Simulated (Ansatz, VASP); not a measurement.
# MgCdS4: VASP beside Ansatz

```
Mg Cd S
1.0
    -3.61843    3.61843    2.66870
     3.61843   -3.61843    2.66870
     3.61843    3.61843   -2.66870
Mg Cd S
1 1 4
Direct
  0.50000 0.50000 0.00000
  0.00000 0.00000 0.00000
  0.25400 0.25400 0.50801
  0.74600 0.74600 0.49199
  0.25400 0.74600 0.00000
  0.74600 0.25400 0.00000
```

Alike in both runs: functional PBE; k mesh 10 × 10 × 10; occupations gaussian, width 0.1 eV; no spin polarisation.

Ansatz relaxed the structure, and its values are those at the end. VASP's run is a single point on that final structure, the one shown.

|  | VASP | Ansatz |
| --- | --- | --- |
| version | VASP 6.6.1 | Ansatz 0.2.0 |
| potentials or method | VASP PAW PBE potentials, release 64 (Mg, Cd, S), cutoff 520 eV | scalar-relativistic, plane waves, PAW |
| valence electrons in the cell | 38 | 54 |

```tsv
	VASP	Ansatz	Ansatz less VASP
gap on the k mesh at the Fermi level (eV)	none	none	-
pressure (GPa)	0.1	0.0	-0.06
rms of the force components (eV/Å)	0.017	0.001	-0.0166
```

A gap of «none» marks a metal or a gap that the smearing closes. With one functional, cell and mesh, what is left measures potentials, basis and numerics. VASP's potentials hold 38 valence electrons a cell and Ansatz's 54, so a difference there can come from the potentials and not from the codes.
